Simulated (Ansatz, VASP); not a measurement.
# Two plane-wave programs on NiO

File POSCAR:

```
NiO
1.0
    2.9130965603      0.0000000000      0.0000000000
   -1.4565482802      2.5228156249      0.0000000000
    0.0000000000      0.0000000000      5.0552182658
Ni O
2 2
Direct
    0.0000000000      0.0000000000      0.0000000000
    0.0000000000      0.0000000000      0.5000000000
    0.3333333333      0.6666666667      0.2499995579
    0.6666666667      0.3333333333      0.7500004421
```

Contents of INCAR.step1:

```
PREC = Accurate
ENCUT = 520
ISMEAR = 0
SIGMA = 0.05
LREAL = F
LASPH = T
NELM = 150
ISPIN = 2
MAGMOM = 2 -2 0 0
LMAXMIX = 4
NBANDS = 28
GGA = PE
ALGO = Normal
EDIFF = 1E-4
LWAVE = T
LCHARG = F
```

INCAR.step2

```
PREC = Accurate
ENCUT = 520
EDIFF = 1E-6
ISMEAR = 0
SIGMA = 0.05
LREAL = F
LASPH = T
NELM = 150
ALGO = Normal
ISIF = 2
LWAVE = F
LCHARG = T
ISPIN = 2
MAGMOM = 2 -2 0 0
LORBIT = 11
LMAXMIX = 4
METAGGA = R2SCAN
LMIXTAU = T
LELF = T
LVHAR = T
NBANDS = 28
ISTART = 1
```

The input KPOINTS:

```
regular mesh
0
Gamma
  12 12 8
```

Input for Ansatz:

```yaml
crystal:
  lattice:
    - [2.9130965603, 0.0, 0.0]
    - [-1.4565482802, 2.5228156249, 0.0]
    - [0.0, 0.0, 5.0552182658]
  atoms:
    - { symbol: Ni, position: [0.0, 0.0, 0.0], spin: 2.0 }
    - { symbol: Ni, position: [0.0, 0.0, 0.5], spin: -2.0 }
    - { symbol: O, position: [0.3333333333, 0.6666666667, 0.2499995579] }
    - { symbol: O, position: [0.6666666667, 0.3333333333, 0.7500004421] }
basis:
  ecutwfc: 500
  ecutrho_ratio: 4
kpoints:
  mp_grid: { grid: [12, 12, 8] }
hamiltonian:
  xc: r2scan
scf:
  occupations: { method: gaussian, width: 0.05 }
output:
  forces: true
  stress: true
  eigenvalues: true
  populations: true
  write_density: true
  write_potential: true
  elf: true
  volumetric_format: npy
magnetization:
  spin_polarized: true
```

Alike in both runs: task single point; functional r2SCAN; k mesh 12 × 12 × 8; occupations gaussian, width 0.05 eV; collinear spin.

|  | VASP | Ansatz |
| --- | --- | --- |
| version | VASP 6.6.1 | Ansatz 0.2.0 |
| potentials or method | VASP PAW PBE potentials, release 64 (Ni, O), cutoff 520 eV | scalar-relativistic, plane waves, PAW |
| valence electrons in the cell | 32 | 48 |

VASP gave:

| Property | Result |
| --- | --- |
| gap on the k mesh at the Fermi level (eV) | 2.15 |
| least direct gap on the mesh (eV) | 2.19 |
| pressure (GPa) | -4.2 |
| traceless stress, the component that is largest in VASP (GPa) | -0.78 |
| net moment per atom (μB) | 0.00 |
| size of the moment on the site where the two differ most (μB) | 1.55 |

Estimate Ansatz's values.

gap on the k mesh at the Fermi level (eV): 2.22; least direct gap on the mesh (eV): 2.26; pressure (GPa): -4.3; traceless stress, the component that is largest in VASP (GPa): -0.83; net moment per atom (μB): 0.00; size of the moment on the site where the two differ most (μB): 1.56.

VASP's potentials were made for PBE, not for r2SCAN. Site moments also hang on the region over which each program counts them. The functional is the same, so the differences come from potentials, cutoffs and numerics. VASP's potentials hold 32 valence electrons a cell and Ansatz's 48, so a difference there can come from the potentials and not from the codes. Ansatz's warnings: stability check not made.
